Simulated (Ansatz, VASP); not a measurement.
**HfH2 in VASP and in Ansatz**

The input INCAR:

```
ALGO = Normal ; EDIFF = 1E-7
ENCUT = 520 ; ISIF = 2
ISMEAR = -1 ; LASPH = T
LCHARG = F ; LREAL = F
LWAVE = F ; NBANDS = 13
NELM = 60 ; PREC = Accurate
SIGMA = 0.03
```

The input KPOINTS:

```
k-points
0
Gamma
  12 12 12
```

POSCAR

```
HfH2
1.0
   -1.7154971189      1.7154971189      2.1510301712
    1.7154971189     -1.7154971189      2.1510301712
    1.7154971189      1.7154971189     -2.1510301712
Hf H
1 2
Direct
    0.0000000000      0.0000000000      0.0000000000
    0.7500000000      0.2500000000      0.5000000000
    0.2500000000      0.7500000000      0.5000000000
```

Input for Ansatz:

```yaml
crystal:
  lattice:
    - [-1.7154971189, 1.7154971189, 2.1510301712]
    - [1.7154971189, -1.7154971189, 2.1510301712]
    - [1.7154971189, 1.7154971189, -2.1510301712]
  atoms:
    - { symbol: Hf, position: [0.0, 0.0, 0.0] }
    - { symbol: H, position: [0.75, 0.25, 0.5] }
    - { symbol: H, position: [0.25, 0.75, 0.5] }
kpoints:
  mp_grid: { grid: [12, 12, 12] }
  band_path:
    path:
      - [0.0, 0.0, 0.0]
      - [0.0, 0.0, 0.5]
      - [0.25, 0.25, 0.25]
      - [0.0, 0.5, 0.0]
      - [0.0, 0.0, 0.0]
      - [0.5, 0.5, -0.5]
      - [0.4090109348, 0.5909890652, -0.4090109348]
      - [-0.4090109348, 0.4090109348, 0.4090109348]
      - [0.0, 0.0, 0.0]
    npoints: 5
scf:
  occupations: { method: fermi_dirac, width: 0.03 }
hamiltonian:
  xc: lda
  pseudopotentials: { kind: all_electron, lapw: { basis_error: 0.0005 } }
output:
  forces: true
  stress: true
  eigenvalues: true
```

Change from the starting cell: volume scaled by 0.96.

Alike in both runs: task single point; functional LDA; k mesh 12 × 12 × 12; occupations fermi-dirac, width 0.03 eV; no spin polarisation.

|  | VASP | Ansatz |
| --- | --- | --- |
| version | VASP 6.6.1 | Ansatz 0.2.0 |
| potentials or method | VASP PAW LDA potentials, release 64 (Hf_pv, H), cutoff 520 eV | all-electron LAPW, scalar-relativistic |

```csv
,VASP,Ansatz,Ansatz less VASP
pressure (GPa),-2.7,-2.6,+0.11
"traceless stress, the component that is largest in VASP (GPa)",-1.23,-1.23,-0.006
```

LDA's correlation is that of Perdew and Zunger in VASP and of Perdew and Wang (1992) in Ansatz. Ansatz ran all-electron here, and VASP with PAW potentials.

Spin-orbit coupling is off throughout.
